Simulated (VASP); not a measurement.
# Si2Ni (Fm-3m) in VASP: notebook

Runs on Si2Ni. Level: PBE. Tasks: relaxation of cell and atoms.

Everything below comes from runs of VASP 6.6.1. Logs are shortened: lines on timing, memory, paths and dates and some standing lists are left out, and cuts for length are marked.

## Step 1: The cell of the first run

Symmetry: Fm-3m, No. 225, cubic system. Conventional cell: a = 5.429 Å, b = 5.429 Å, c = 5.429 Å, α = 90.00°, β = 90.00°, γ = 90.00°. Si (site symmetry -43m) has 4 Ni at 2.35 Å and 6 Si at 2.71 Å within 3.1 Å. Ni (site symmetry m-3m) has 8 Si at 2.35 Å within 3.1 Å.

## Step 2: Relaxation of cell and atoms, PBE, target pressure 1 GPa, at which the enthalpy is minimised

INCAR reads:

```
  PREC = Accurate
  ENCUT = 600
  EDIFF = 1E-6
  ISMEAR = 0
  SIGMA = 0.1
  LREAL = F
  LASPH = T
  NELM = 80
  ALGO = Normal
  ISIF = 3
  LWAVE = F
  LCHARG = F
  GGA = PE
  IBRION = 2
  NSW = 70
  EDIFFG = -0.008
  PSTRESS = 10.0
```

KPOINTS reads:

```
Automatic mesh
0
Gamma
  14 14 14
```

POSCAR reads:

```
Si2Ni
1.0
    0.0000000000      2.7146067563      2.7146067563
    2.7146067563      0.0000000000      2.7146067563
    2.7146067563      2.7146067563      0.0000000000
Si Ni
2 1
Direct
    0.2500000000      0.2500000000      0.2500000000
    0.7500000000      0.7500000000      0.7500000000
    0.0000000000      0.0000000000      0.0000000000
```

Potentials or basis: VASP PAW PBE potentials, release 64 (Si, Ni).

On the command line:

```bash
cat potpaw_PBE.64/Si/POTCAR potpaw_PBE.64/Ni/POTCAR > POTCAR
mpirun -np 1 vasp_std > vasp.out
```

OUTCAR:

```text
PREC = Accurate
   ENCUT = 600
   EDIFF = 1E-6
   ISMEAR = 0
   LREAL = F
   LASPH = T
   NELM = 80
   ISIF = 3
   GGA = PE
   IBRION = 2
   NSW = 70
   EDIFFG = -0.008
   PSTRESS = 10.0

 ion  position               nearest neighbor table
   1  0.250  0.250  0.250-   3 2.35   3 2.35   3 2.35   3 2.35   2 2.71   2 2.71   2 2.71   2 2.71
                             2 2.71   2 2.71
   2  0.750  0.750  0.750-   3 2.35   3 2.35   3 2.35   3 2.35   1 2.71   1 2.71   1 2.71   1 2.71
                             1 2.71   1 2.71
   3  0.000  0.000  0.000-   2 2.35   2 2.35   2 2.35   1 2.35   1 2.35   1 2.35   2 2.35   1 2.35

  LATTYP: Found a face centered cubic cell.
 ALAT       =     5.4292135126

  Lattice vectors:

 A1 = (   0.0000000000,   2.7146067563,   2.7146067563)
 A2 = (   2.7146067563,   0.0000000000,   2.7146067563)
 A3 = (   2.7146067563,   2.7146067563,   0.0000000000)

Analysis of symmetry for initial positions (statically):
=====================================================================
 Subroutine PRICEL returns:
 Original cell was already a primitive cell.

 Routine SETGRP: Setting up the symmetry group for a
 face centered cubic supercell.

 Subroutine GETGRP returns: Found 48 space group operations
 (whereof 48 operations were pure point group operations)
 out of a pool of 48 trial point group operations.

The static configuration has the point symmetry O_h .

Analysis of symmetry for dynamics (positions and initial velocities):
=====================================================================
 Subroutine PRICEL returns:
 Original cell was already a primitive cell.

 Routine SETGRP: Setting up the symmetry group for a
 face centered cubic supercell.

 Subroutine GETGRP returns: Found 48 space group operations
 (whereof 48 operations were pure point group operations)
 out of a pool of 48 trial point group operations.

The dynamic configuration has the point symmetry O_h .

 Subroutine INISYM returns: Found 48 space group operations
 (whereof 48 operations are pure point group operations),
 and found     1 'primitive' translations

----------------------------------------------------------------------------------------

                                     Primitive cell

  volume of cell :      40.0084

  direct lattice vectors                    reciprocal lattice vectors
     0.000000000  2.714606756  2.714606756    -0.184188741  0.184188741  0.184188741
     2.714606756  0.000000000  2.714606756     0.184188741 -0.184188741  0.184188741
     2.714606756  2.714606756  0.000000000     0.184188741  0.184188741 -0.184188741

  length of vectors
     3.839033691  3.839033691  3.839033691     0.319024257  0.319024257  0.319024257

  position of ions in fractional coordinates (direct lattice)
     0.250000000  0.250000000  0.250000000
     0.750000000  0.750000000  0.750000000
     0.000000000  0.000000000  0.000000000

  ion indices of the primitive-cell ions
   primitive index   ion index
                 1           1
                 2           2
                 3           3

----------------------------------------------------------------------------------------

 KPOINTS: Automatic mesh

Automatic generation of k-mesh.
 Grid dimensions read from file:
 generate k-points for:   14   14   14

 Generating k-lattice:

  Cartesian coordinates                     Fractional coordinates (reciprocal lattice)
    -0.013156339  0.013156339  0.013156339     0.071428571  0.000000000  0.000000000
     0.013156339 -0.013156339  0.013156339     0.000000000  0.071428571  0.000000000
     0.013156339  0.013156339 -0.013156339     0.000000000  0.000000000  0.071428571

  Length of vectors
     0.022787447  0.022787447  0.022787447

  Shift w.r.t. Gamma in fractional coordinates (k-lattice)
     0.000000000  0.000000000  0.000000000

[... 71 lines left out ...]
  volume/ion in A,a.u.               =      13.34        90.00
  Fermi-wavevector in a.u.,A,eV,Ry     =   1.254437  2.370542 21.410282  1.573611
  Thomas-Fermi vector in A             =   2.388242
   LORBIT       =      0    0 simple, 1 ext, 2 COOP (PROOUT), +10 PAW based schemes
   GGA     = PE    functional components
   LHFCALC =     F    Hartree Fock is set to
   AEXX    =    0.0000 exact exchange contribution
   IVDW    =     0    specifies the selected vdW correction
   LEPSILON=     F    determine dielectric tensor
   LRPA    =     F    only Hartree local field effects (RPA)
 conjugate gradient relaxation of ions
 non-spin polarized calculation
 Gauss-broadening in eV      SIGMA  =   0.10
  energy-cutoff  :      600.00
  volume of cell :       40.01
 maximum number of plane-waves:      1363
   NGX = 15   NGY = 15   NGZ = 15

--------------------------------------- Ionic step        1  -------------------------------------------

 number of electron      18.0000001 magnetization

 Free energy of the ion-electron system (eV)
  ---------------------------------------------------
  ext. energy  EPLUGINS =         0.00000000
  ---------------------------------------------------
  free energy    TOTEN  =       -17.37039907 eV

  energy without entropy =      -17.36623771  energy(sigma->0) =      -17.36831839

------------------------ aborting loop because EDIFF is reached ----------------------------------------

  FORCE on cell =-STRESS in cart. coord.  units (eV):
  Direction    XX          YY          ZZ          XY          YZ          ZX
  --------------------------------------------------------------------------------------
  -------------------------------------------------------------------------------------
  Total        0.3074386      0.3074386      0.3074386      0.0000000     -0.0000000      0.0000000
  in kB       12.3117032     12.3117032     12.3117032      0.0000000     -0.0000000      0.0000000
  external PRESSURE =       2.3117032 kB  Pullay stress =      10.0000000 kB

 VOLUME and BASIS-vectors are now :
 -----------------------------------------------------------------------------
  energy-cutoff  :      600.00
  volume of cell :       40.01
      direct lattice vectors                 reciprocal lattice vectors
     0.000000000  2.714606756  2.714606756    -0.184188741  0.184188741  0.184188741
     2.714606756  0.000000000  2.714606756     0.184188741 -0.184188741  0.184188741
     2.714606756  2.714606756  0.000000000     0.184188741  0.184188741 -0.184188741

 POSITION                                       TOTAL-FORCE (eV/Angst)
 -----------------------------------------------------------------------------------
      1.35730      1.35730      1.35730         0.000000      0.000000      0.000000
      4.07191      4.07191      4.07191        -0.000000     -0.000000     -0.000000
      0.00000      0.00000      0.00000         0.000000      0.000000     -0.000000
 -----------------------------------------------------------------------------------
    total drift:                                0.000000     -0.000000      0.000000

  FREE ENERGIE OF THE ION-ELECTRON SYSTEM (eV)
  ---------------------------------------------------
  free  energy   TOTEN  =       -17.3703990745 eV

  energy  without entropy=      -17.3662377097  energy(sigma->0) =      -17.36831839

  enthalpy is  TOTEN    =       -17.1206866276 eV   P V=        0.2497124469

--------------------------------------- Ionic step        2  -------------------------------------------

 number of electron      18.0000000 magnetization

 Free energy of the ion-electron system (eV)
  ---------------------------------------------------
  ext. energy  EPLUGINS =         0.00000000
  ---------------------------------------------------
  free energy    TOTEN  =       -17.37122155 eV

  energy without entropy =      -17.36709178  energy(sigma->0) =      -17.36915667

 E-fermi :  10.2466     XC(G=0): -11.5147

 val. band max:       10.1668420885   @ k =   0.4286   0.2857   0.0000
 cond. band min:      10.2638607292   @ k =  -0.0714   0.0714   0.0000
 fundamental gap:      0.0970186406
 Fermi energy:        10.2466291020

 k-point     1 :       0.0000    0.0000    0.0000
  band No.  band energies     occupation
      1      -3.4807      2.00000
      2       5.1268      2.00000
      3       5.1268      2.00000
      4       5.1268      2.00000
      5       6.8046      2.00000
      6       6.8046      2.00000
      7       9.8009      2.00000
      8      11.9055      0.00000
      9      11.9055      0.00000
     10      11.9055      0.00000
     11      12.5339      0.00000
     12      12.5339      0.00000
     13      12.5339      0.00000
[... 354 lines left out ...]
  band No.  band energies     occupation
      1      -2.3979      2.00000
      2       3.5598      2.00000
      3       5.2830      2.00000
      4       5.3284      2.00000
      5       6.2796      2.00000
      6       6.9316      2.00000
      7       7.8563      2.00000
      8       8.9539      2.00000
      9       9.4803      2.00000
     10      10.5918      0.00000
     11      13.2465      0.00000
     12      13.7279      0.00000
     13      14.2909      0.00000

 [... further k-points ...]

------------------------ aborting loop because EDIFF is reached ----------------------------------------

  FORCE on cell =-STRESS in cart. coord.  units (eV):
  Direction    XX          YY          ZZ          XY          YZ          ZX
  --------------------------------------------------------------------------------------
  -------------------------------------------------------------------------------------
  Total        0.2375244      0.2375244      0.2375244     -0.0000000     -0.0000000      0.0000000
  in kB        9.4854770      9.4854770      9.4854770     -0.0000000     -0.0000000      0.0000000
  external PRESSURE =      -0.5145230 kB  Pullay stress =      10.0000000 kB

 VOLUME and BASIS-vectors are now :
 -----------------------------------------------------------------------------
  energy-cutoff  :      600.00
  volume of cell :       40.12
      direct lattice vectors                 reciprocal lattice vectors
    -0.000000000  2.717126690  2.717126690    -0.184017919  0.184017919  0.184017919
     2.717126690 -0.000000000  2.717126690     0.184017919 -0.184017919  0.184017919
     2.717126690  2.717126690  0.000000000     0.184017919  0.184017919 -0.184017919

 POSITION                                       TOTAL-FORCE (eV/Angst)
 -----------------------------------------------------------------------------------
      1.35856      1.35856      1.35856        -0.000000     -0.000000     -0.000000
      4.07569      4.07569      4.07569         0.000000      0.000000      0.000000
     -0.00000      2.71713      2.71713         0.000000     -0.000000      0.000000
 -----------------------------------------------------------------------------------
    total drift:                               -0.000000     -0.000000      0.000000

  FREE ENERGIE OF THE ION-ELECTRON SYSTEM (eV)
  ---------------------------------------------------
  free  energy   TOTEN  =       -17.3712215509 eV

  energy  without entropy=      -17.3670917793  energy(sigma->0) =      -17.36915667

  enthalpy is  TOTEN    =       -17.1208130439 eV   P V=        0.2504085070

 reached required accuracy - stopping structural energy minimisation
```

Run time: 32 s. Hardware: 1 thread of Intel Xeon 6975P-C (Granite Rapids), shared host; peak memory 0.22 GiB.

Results:

* Free energy: -17.3712 eV
* Relaxed volume: 13.37 Å³/atom
* Relaxed cell: a = 3.843 Å, b = 3.843 Å, c = 3.843 Å, α = 60.00°, β = 60.00°, γ = 60.00°
* Space group after relaxing (to 0.1 Å): Fm-3m (No. 225)
* Energy change on relaxing (the run minimises the enthalpy): -0.3 meV/atom
* Ionic steps: 2
* Pressure after relaxing: 0.9 GPa
* Band gap on the k mesh: zero (bands 9 and 10 overlap by 2.13 eV)

The path:
```csv
step,energy change (eV),largest force (eV/Å),pressure (GPa),volume (Å³)
1,0.0000,0.0000,1.23,40.01
2,-0.0008,0.0000,0.95,40.12
```

Final structure:
```
CELL_PARAMETERS angstrom
0.00000 2.71713 2.71713
2.71713 0.00000 2.71713
2.71713 2.71713 0.00000
ATOMIC_POSITIONS crystal
Si 0.25000 0.25000 0.25000
Si 0.75000 0.75000 0.75000
Ni 0.00000 0.00000 0.00000
```

Caveat: the cell is relaxed towards a set pressure, so the run minimises the enthalpy, not the energy.

## Step 3: Relaxation of cell and atoms, PBE, target pressure -1 GPa, at which the enthalpy is minimised

This run uses another cell than the first one, of 13.60 Å³/atom.

INCAR reads:

```
ALGO = Normal ; EDIFF = 1E-7
EDIFFG = -0.008 ; ENCUT = 600
GGA = PE ; IBRION = 2
ISIF = 3 ; ISMEAR = 0
LASPH = T ; LCHARG = F
LREAL = F ; LWAVE = F
NELM = 100 ; NSW = 70
PREC = Accurate ; PSTRESS = -10.0
SIGMA = 0.1
```

KPOINTS reads:

```
k-points
0
Gamma
  14 14 14
```

POSCAR reads:

```
Si2Ni
1.0
    0.0000000000      2.7324073494      2.7324073494
    2.7324073494      0.0000000000      2.7324073494
    2.7324073494      2.7324073494      0.0000000000
Si Ni
2 1
Direct
    0.2500000000      0.2500000000      0.2500000000
    0.7500000000      0.7500000000      0.7500000000
    0.0000000000      0.0000000000      0.0000000000
```

Potentials or basis: VASP PAW PBE potentials, release 64 (Si, Ni).

On the command line:

```bash
cat potpaw_PBE.64/Si/POTCAR potpaw_PBE.64/Ni/POTCAR > POTCAR
mpirun -np 1 vasp_std > vasp.out
```

OUTCAR:

```text
EDIFF = 1E-7
   EDIFFG = -0.008
   ENCUT = 600
   GGA = PE
   IBRION = 2
   ISIF = 3
   ISMEAR = 0
   LASPH = T
   LREAL = F
   NELM = 100
   NSW = 70
   PREC = Accurate
   PSTRESS = -10.0

 ion  position               nearest neighbor table
   1  0.250  0.250  0.250-   3 2.37   3 2.37   3 2.37   3 2.37   2 2.73   2 2.73   2 2.73   2 2.73
                             2 2.73   2 2.73
   2  0.750  0.750  0.750-   3 2.37   3 2.37   3 2.37   3 2.37   1 2.73   1 2.73   1 2.73   1 2.73
                             1 2.73   1 2.73
   3  0.000  0.000  0.000-   1 2.37   2 2.37   2 2.37   2 2.37   2 2.37   1 2.37   1 2.37   1 2.37

  LATTYP: Found a face centered cubic cell.
 ALAT       =     5.4648146988

  Lattice vectors:

 A1 = (   0.0000000000,   2.7324073494,   2.7324073494)
 A2 = (   2.7324073494,   0.0000000000,   2.7324073494)
 A3 = (   2.7324073494,   2.7324073494,   0.0000000000)

Analysis of symmetry for initial positions (statically):
=====================================================================
 Subroutine PRICEL returns:
 Original cell was already a primitive cell.

 Routine SETGRP: Setting up the symmetry group for a
 face centered cubic supercell.

 Subroutine GETGRP returns: Found 48 space group operations
 (whereof 48 operations were pure point group operations)
 out of a pool of 48 trial point group operations.

The static configuration has the point symmetry O_h .

Analysis of symmetry for dynamics (positions and initial velocities):
=====================================================================
 Subroutine PRICEL returns:
 Original cell was already a primitive cell.

[... 154 lines left out ...]
  ext. energy  EPLUGINS =         0.00000000
  ---------------------------------------------------
  free energy    TOTEN  =       -17.37028653 eV

  energy without entropy =      -17.36634079  energy(sigma->0) =      -17.36831366

 E-fermi :   9.9817     XC(G=0): -11.4379

 val. band max:        9.8979485091   @ k =   0.4286   0.2857   0.0000
 cond. band min:       9.9998536105   @ k =  -0.4286   0.4286   0.0714
 fundamental gap:      0.1019051014
 Fermi energy:         9.9817467369

 k-point     1 :       0.0000    0.0000    0.0000
  band No.  band energies     occupation
      1      -3.5668      2.00000
      2       4.9903      2.00000
      3       4.9903      2.00000
      4       4.9903      2.00000
      5       6.6502      2.00000
      6       6.6502      2.00000
      7       9.4284      2.00000
      8      11.6393      0.00000
      9      11.6393      0.00000
     10      11.6393      0.00000
     11      12.3167      0.00000
     12      12.3167      0.00000
     13      12.3167      0.00000
[... 445 lines left out ...]
--------------------------------------- Ionic step        3  -------------------------------------------

 number of electron      17.9999996 magnetization

 Free energy of the ion-electron system (eV)
  ---------------------------------------------------
  ext. energy  EPLUGINS =         0.00000000
  ---------------------------------------------------
  free energy    TOTEN  =       -17.37129049 eV

  energy without entropy =      -17.36731057  energy(sigma->0) =      -17.36930053

 E-fermi :  10.0324     XC(G=0): -11.4526

 val. band max:        9.9490545598   @ k =   0.4286   0.2857   0.0000
 cond. band min:      10.0508481552   @ k =  -0.4286   0.4286   0.0714
 fundamental gap:      0.1017935954
 Fermi energy:        10.0323860636

 k-point     1 :       0.0000    0.0000    0.0000
  band No.  band energies     occupation
      1      -3.5504      2.00000
      2       5.0163      2.00000
      3       5.0163      2.00000
      4       5.0163      2.00000
      5       6.6796      2.00000
      6       6.6796      2.00000
      7       9.4992      2.00000
      8      11.6899      0.00000
      9      11.6899      0.00000
     10      11.6899      0.00000
     11      12.3581      0.00000
     12      12.3581      0.00000
     13      12.3581      0.00000
[... 402 lines left out ...]
  energy  without entropy=      -17.3673105704  energy(sigma->0) =      -17.36930053

  enthalpy is  TOTEN    =       -17.6251296907 eV   P V=       -0.2538391985

 reached required accuracy - stopping structural energy minimisation
```

CONTCAR:

```text
Si2Ni
   1.00000000000000
    -0.0000000000000000    2.7294790055631859    2.7294790055631859
     2.7294790055631859   -0.0000000000000000    2.7294790055631859
     2.7294790055631859    2.7294790055631859    0.0000000000000000
  Si              Ni
     2     1
Direct
     0.2500000000000000    0.2500000000000000    0.2500000000000000
     0.7500000000000000    0.7500000000000000    0.7500000000000000
     0.0000000000000000    0.0000000000000000    0.0000000000000000

  0.00000000E+00  0.00000000E+00  0.00000000E+00
  0.00000000E+00  0.00000000E+00  0.00000000E+00
  0.00000000E+00  0.00000000E+00  0.00000000E+00
```

It took 53 s on 1 thread of Intel Xeon 6975P-C (Granite Rapids), shared host; peak memory 0.23 GiB.

Results:

* Free energy: -17.3713 eV
* Relaxed volume: 13.56 Å³/atom
* Relaxed cell: a = 3.860 Å, b = 3.860 Å, c = 3.860 Å, α = 60.00°, β = 60.00°, γ = 60.00°
* Space group after relaxing (to 0.1 Å): Fm-3m (No. 225)
* Energy change on relaxing (the run minimises the enthalpy): -0.3 meV/atom
* Ionic steps: 3
* Pressure after relaxing: -1.0 GPa
* Band gap on the k mesh: zero (bands 9 and 10 overlap by 2.15 eV)

Step by step:
| step | energy change (eV) | largest force (eV/Å) | pressure (GPa) | volume (Å³) |
| --- | --- | --- | --- | --- |
| 1 | 0.0000 | 0.0000 | -1.46 | 40.80 |
| 2 | -0.0015 | 0.0000 | -0.64 | 40.57 |
| 3 | -0.0010 | 0.0000 | -1.00 | 40.67 |

Final structure:
```
CELL_PARAMETERS angstrom
0.00000 2.72948 2.72948
2.72948 0.00000 2.72948
2.72948 2.72948 0.00000
ATOMIC_POSITIONS crystal
Si 0.25000 0.25000 0.25000
Si 0.75000 0.75000 0.75000
Ni 0.00000 0.00000 0.00000
```

Levels at points of the mesh, in eV from the Fermi level:
| k point | band 7 | band 8 | band 9 | band 10 | band 11 | band 12 |
| --- | --- | --- | --- | --- | --- | --- |
| (0.00, 0.00, 0.00) | -0.53 | 1.66 | 1.66 | 1.66 | 2.33 | 2.33 |
| (0.50, 0.00, 0.00) | -3.18 | -1.38 | -1.38 | 1.73 | 1.79 | 1.79 |
| (0.50, 0.50, 0.00) | -3.45 | -3.29 | -2.97 | -0.46 | 1.47 | 7.74 |

Caveat: the cell is relaxed towards a set pressure, so the run minimises the enthalpy, not the energy. Spin polarisation is off, so any magnetic state and its effect on volume and gap are missing.
